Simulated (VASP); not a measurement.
Set up this calculation in VASP 6.6.1, as the native input.

```
Task                   : single point
Functional             : LDA
Potentials or basis    : VASP PAW LDA potentials, release 64 (K_sv)
Cutoff                 : 520 eV
k mesh                 : 12 × 12 × 12
Occupations            : gaussian, width 0.1 eV
Spin                   : no spin polarisation
Dipole correction      : no
Further INCAR settings : ALGO = Normal; EDIFF = 1e-06; NBANDS = 10
```

The structure of K lies in POSCAR:

```
K
1.0
   -2.5270068000      2.5270068000      2.5270068000
    2.5270068000     -2.5270068000      2.5270068000
    2.5270068000      2.5270068000     -2.5270068000
K
1
Direct
    0.0000000000      0.0000000000      0.0000000000
```

One way to write it, as run:

INCAR

```
ALGO = Normal
EDIFF = 1E-6
ENCUT = 520
GGA = CA
ISIF = 2
ISMEAR = 0
LASPH = T
LCHARG = T
LELF = T
LREAL = F
LVHAR = T
LWAVE = F
NBANDS = 10
NELM = 60
PREC = Accurate
SIGMA = 0.1
```

KPOINTS

```
k-points
0
Gamma
  12 12 12
```

Potentials or basis: VASP PAW LDA potentials, release 64 (K_sv).

Launch:

```sh
$ cat potpaw_LDA.64/K_sv/POTCAR > POTCAR
$ mpirun -np 1 vasp_std > vasp.out
```

It gave:

The pressure is 0.0 GPa and the band gap on the k mesh is zero (an odd number of electrons rules out a gap without spin polarisation).

Run time: 58 s on 1 thread of Intel Xeon 8259CL, with other jobs on the host, peak memory 0.19 GiB.
